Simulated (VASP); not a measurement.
# AlFe (CsCl type) in VASP: further runs

The runs below take AlFe (CsCl type) through single point, with PBE.

Program: VASP 6.6.1. These are calculated values, not measurements. Logs are shortened: lines on timing, memory, paths and dates and some standing lists are left out, and cuts for length are marked.

### 1 The cell of the first run

Symmetry: R3m, No. 160, trigonal system. The conventional cell has a = 4.059 Å, b = 4.059 Å, c = 4.971 Å, α = 90.00°, β = 90.00°, γ = 120.00°. Fe (site symmetry 3m) has 8 Al at 2.43 to 2.55 Å and 6 Fe at 2.87 Å within 3.2 Å. Al (site symmetry 3m) has 8 Fe at 2.43 to 2.55 Å and 6 Al at 2.87 Å within 3.2 Å.

### 2 Single point, PBE

Input file INCAR:

```
SYSTEM = AlFe
ALGO = Normal ; EDIFF = 1E-7
ENCUT = 520 ; GGA = PE
ISIF = 2 ; ISMEAR = -1
LASPH = .TRUE. ; LCHARG = .FALSE.
LREAL = .FALSE. ; LWAVE = .FALSE.
NBANDS = 12 ; NELM = 60
PREC = Accurate ; SIGMA = 0.1
```

Input file KPOINTS:

```
k-points
0
G
  4 4 4
  0 0 0
```

Input file POSCAR:

```
AlFe
1.0
    2.8700000000      0.0000000000      0.0000000000
    0.0000000000      2.8700000000      0.0000000000
    0.0000000000      0.0000000000      2.8700000000
Fe Al
1 1
Direct
    0.0120700405      0.0120700405      0.0120700405
    0.5000000000      0.5000000000      0.5000000000
```

Potentials or basis: VASP PAW PBE potentials, release 64 (Fe, Al).

The run is started by

```console
$ cat potpaw_PBE.64/Fe/POTCAR potpaw_PBE.64/Al/POTCAR > POTCAR
$ mpirun -np 1 vasp_std > vasp.out
```

OUTCAR:

```text
SYSTEM = AlFe
   EDIFF = 1E-7
   ENCUT = 520
   GGA = PE
   ISIF = 2
   ISMEAR = -1
   LASPH = .TRUE.
   LREAL = .FALSE.
   NELM = 60
   PREC = Accurate

 ion  position               nearest neighbor table
   1  0.012  0.012  0.012-   2 2.43   2 2.47   2 2.47   2 2.47   2 2.51   2 2.51   2 2.51   2 2.55

   2  0.500  0.500  0.500-   1 2.43   1 2.47   1 2.47   1 2.47   1 2.51   1 2.51   1 2.51   1 2.55

  LATTYP: Found a simple cubic cell.
 ALAT       =     2.8700000000

  Lattice vectors:

 A1 = (   2.8700000000,   0.0000000000,   0.0000000000)
 A2 = (   0.0000000000,   2.8700000000,   0.0000000000)
 A3 = (   0.0000000000,   0.0000000000,   2.8700000000)

Analysis of symmetry for initial positions (statically):
=====================================================================
 Subroutine PRICEL returns:
 Original cell was already a primitive cell.

 Routine SETGRP: Setting up the symmetry group for a
 simple cubic supercell.

 Subroutine GETGRP returns: Found  6 space group operations
 (whereof  6 operations were pure point group operations)
 out of a pool of 48 trial point group operations.

The static configuration has the point symmetry C_3v.

Analysis of symmetry for dynamics (positions and initial velocities):
=====================================================================
 Subroutine PRICEL returns:
 Original cell was already a primitive cell.

 Routine SETGRP: Setting up the symmetry group for a
 simple cubic supercell.

 Subroutine GETGRP returns: Found  6 space group operations
 (whereof  6 operations were pure point group operations)
 out of a pool of 48 trial point group operations.

The dynamic configuration has the point symmetry C_3v.

 Subroutine INISYM returns: Found  6 space group operations
 (whereof  6 operations are pure point group operations),
 and found     1 'primitive' translations

----------------------------------------------------------------------------------------

                                     Primitive cell

  volume of cell :      23.6399

  direct lattice vectors                    reciprocal lattice vectors
     2.870000000  0.000000000  0.000000000     0.348432056  0.000000000  0.000000000
     0.000000000  2.870000000  0.000000000     0.000000000  0.348432056  0.000000000
     0.000000000  0.000000000  2.870000000     0.000000000  0.000000000  0.348432056

  length of vectors
[... 77 lines left out ...]
   ISYM   =      2    0-nonsym 1-usesym 2-fastsym
   POTIM  = 0.5000    time-step for ionic-motion
   TEBEG  =    0.0;   TEEND  =   0.0 temperature during run
   PSTRESS=    0.0 pullay stress
   NELECT =      11.0000    total number of electrons
   NUPDOWN=      -1.0000    fix difference up-down
   EMIN   =  10.00;   EMAX   =-10.00  energy-range for DOS
   EFERMI =   0.00;   METHOD = LEGACY
   ISMEAR =    -1;   SIGMA  =   0.10  broadening in eV -4-tet -1-fermi 0-gaus
   EFERMI_NEDOS =   21; number of points for ismear=-14 and -15
   IALGO  =     38    algorithm
   IMIX   =      4    mixing-type and parameters
     AMIX     =   0.40;   BMIX     =  1.00
     AMIX_MAG =   1.60;   BMIX_MAG =  1.00
  volume/ion in A,a.u.               =      11.82        79.76
  Fermi-wavevector in a.u.,A,eV,Ry     =   1.268597  2.397302 21.896393  1.609339
  Thomas-Fermi vector in A             =   2.401684
   LORBIT       =      0    0 simple, 1 ext, 2 COOP (PROOUT), +10 PAW based schemes
   GGA     = PE    functional components
   LHFCALC =     F    Hartree Fock is set to
   AEXX    =    0.0000 exact exchange contribution
   IVDW    =     0    specifies the selected vdW correction
   LEPSILON=     F    determine dielectric tensor
   LRPA    =     F    only Hartree local field effects (RPA)
 non-spin polarized calculation
  energy-cutoff  :      520.00
  volume of cell :       23.64
 maximum number of plane-waves:       647
 NGX is ok and might be reduce to    24
   NGX = 11   NGY = 11   NGZ = 11

 number of electron      11.0000001 magnetization

 Free energy of the ion-electron system (eV)
  ---------------------------------------------------
  ext. energy  EPLUGINS =         0.00000000
  ---------------------------------------------------
  free energy    TOTEN  =       -12.74319345 eV

  energy without entropy =      -12.68413034  energy(sigma->0) =      -12.71366189

 E-fermi :   8.1446     XC(G=0): -12.1638

 val. band max:        7.8063669882   @ k =   0.5000   0.2500   0.0000
 cond. band min:       8.1485274209   @ k =   0.0000   0.0000   0.0000
 fundamental gap:      0.3421604328
 Fermi energy:         8.1446418191

 k-point     1 :       0.0000    0.0000    0.0000
  band No.  band energies     occupation
      1      -2.3698      2.00000
      2       5.7639      2.00000
      3       5.7639      2.00000
      4       8.1485      0.98057
      5       8.1539      0.95372
      6       8.1539      0.95368
      7      14.4615      0.00000
      8      14.4615      0.00000
      9      14.4741      0.00000
     10      17.4564      0.00000
     11      17.4564      0.00000
     12      23.8151      0.00000
[... 166 lines left out ...]
 k-point    13 :       0.5000    0.5000    0.5000
  band No.  band energies     occupation
      1       4.6625      2.00000
      2       4.6625      2.00000
      3       4.6632      2.00000
      4       8.8908      0.00115
      5       8.8908      0.00115
      6      11.0715      0.00000
      7      11.0727      0.00000
      8      11.0727      0.00000
      9      12.3134      0.00000
     10      14.2350      0.00000
     11      14.2350      0.00000
     12      14.2703      0.00000

------------------------ aborting loop because EDIFF is reached ----------------------------------------

  FORCE on cell =-STRESS in cart. coord.  units (eV):
  Direction    XX          YY          ZZ          XY          YZ          ZX
  --------------------------------------------------------------------------------------
  -------------------------------------------------------------------------------------
  Total       -0.1297236     -0.1297236     -0.1297236      0.0286133      0.0286133      0.0286133
  in kB       -8.7919215     -8.7919215     -8.7919215      1.9392487      1.9392487      1.9392487
  external PRESSURE =      -8.7919215 kB  Pullay stress =       0.0000000 kB

 VOLUME and BASIS-vectors are now :
 -----------------------------------------------------------------------------
  energy-cutoff  :      520.00
  volume of cell :       23.64
      direct lattice vectors                 reciprocal lattice vectors
     2.870000000  0.000000000  0.000000000     0.348432056  0.000000000  0.000000000
     0.000000000  2.870000000  0.000000000     0.000000000  0.348432056  0.000000000
     0.000000000  0.000000000  2.870000000     0.000000000  0.000000000  0.348432056

 POSITION                                       TOTAL-FORCE (eV/Angst)
 -----------------------------------------------------------------------------------
      0.03464      0.03464      0.03464        -0.278696     -0.278696     -0.278696
      1.43500      1.43500      1.43500         0.278696      0.278696      0.278696
 -----------------------------------------------------------------------------------
    total drift:                               -0.000060     -0.000060     -0.000062

  FREE ENERGIE OF THE ION-ELECTRON SYSTEM (eV)
  ---------------------------------------------------
  free  energy   TOTEN  =       -12.7431934473 eV

  energy  without entropy=      -12.6841303389  energy(sigma->0) =      -12.71366189
```

It took 7.3 s on 1 thread of AMD EPYC 7R43 (Zen 3), shared host; peak memory 0.1 GiB.

What came out:

* Free energy: -12.7432 eV
* Pressure: -0.9 GPa
* Largest force: 0.483 eV/Å
* Band gap on the k mesh: zero (an odd number of electrons rules out a gap without spin polarisation)

Forces in eV/Å, atoms in the order of the input:
```
Fe  -0.279 -0.279 -0.279
Al   0.279  0.279  0.279
```

Levels at points of the mesh, in eV from the Fermi level:
```csv
k point,band 1,band 2,band 3,band 4,band 5,band 6,band 7,band 8,band 9,band 10
"(0.00, 0.00, 0.00)",-10.51,-2.38,-2.38,0.00,0.01,0.01,6.32,6.32,6.33,9.31
"(0.50, 0.00, 0.00)",-6.33,-6.07,-1.71,-1.00,-1.00,0.14,1.13,8.59,11.05,11.05
"(0.50, 0.50, 0.00)",-4.89,-2.47,-2.21,-2.18,-0.75,-0.75,0.70,3.38,4.28,12.79
"(0.50, 0.50, 0.50)",-3.48,-3.48,-3.48,0.75,0.75,2.93,2.93,2.93,4.17,6.09
```

Caveat: the k points lie up to 0.55 Å⁻¹ apart, too coarse for converged energies and pressures of a metal; the run has no spin polarisation, though such a crystal can be magnetic.

### 3 Single point, PBE

Input file INCAR:

```
SYSTEM = AlFe
PREC = Accurate ; ENCUT = 520
EDIFF = 1E-6 ; ISMEAR = -1
SIGMA = 0.1 ; LREAL = .False.
LASPH = .True. ; NELM = 60
ALGO = Normal ; ISIF = 2
LWAVE = .False. ; LCHARG = .False.
GGA = PE ; NBANDS = 12
```

Input file KPOINTS:

```
Automatic mesh
0
Gamma
  8 8 8
  0 0 0
```

POSCAR: that of step 2 with these lines changed.

```diff
@@ -8,3 +8,3 @@
 Direct
-    0.0120700405      0.0120700405      0.0120700405
+    0.0000000000      0.0000000000      0.0000000000
     0.5000000000      0.5000000000      0.5000000000
```

Potentials or basis: VASP PAW PBE potentials, release 64 (Fe, Al).

The run is started by

```console
$ cat potpaw_PBE.64/Fe/POTCAR potpaw_PBE.64/Al/POTCAR > POTCAR
$ mpirun -np 1 vasp_std > vasp.out
```

Wall time 13 s (1 thread of AMD EPYC 7R43 (Zen 3), shared host); peak memory 0.11 GiB.

It converged, with:

```yaml
Free_energy: -12.6492 eV
Pressure: 0.4 GPa
Band_gap_on_the_k_mesh: zero (an odd number of electrons rules out a gap without spin polarisation)
```

Levels at points of the mesh, in eV from the Fermi level:
```csv
k point,band 2,band 3,band 4,band 5,band 6,band 7,band 8,band 9,band 10,band 11
"(0.00, 0.00, 0.00)",-2.22,-2.22,0.15,0.15,0.15,6.51,6.51,6.51,9.49,9.49
"(0.50, 0.00, 0.00)",-5.89,-1.56,-0.86,-0.86,0.27,1.27,8.79,11.24,11.24,12.17
"(0.50, 0.50, 0.00)",-2.28,-2.01,-2.01,-0.61,-0.61,0.84,3.55,4.44,12.98,16.24
"(0.50, 0.50, 0.50)",-3.32,-3.32,0.88,0.88,3.12,3.12,3.12,4.39,6.25,6.25
```

Caveat: the run has no spin polarisation, though such a crystal can be magnetic. Spin polarisation is off, so any magnetic state and its effect on volume and gap are missing.

The gap in the log of VASP goes by the Fermi energy; the results here count the filled bands.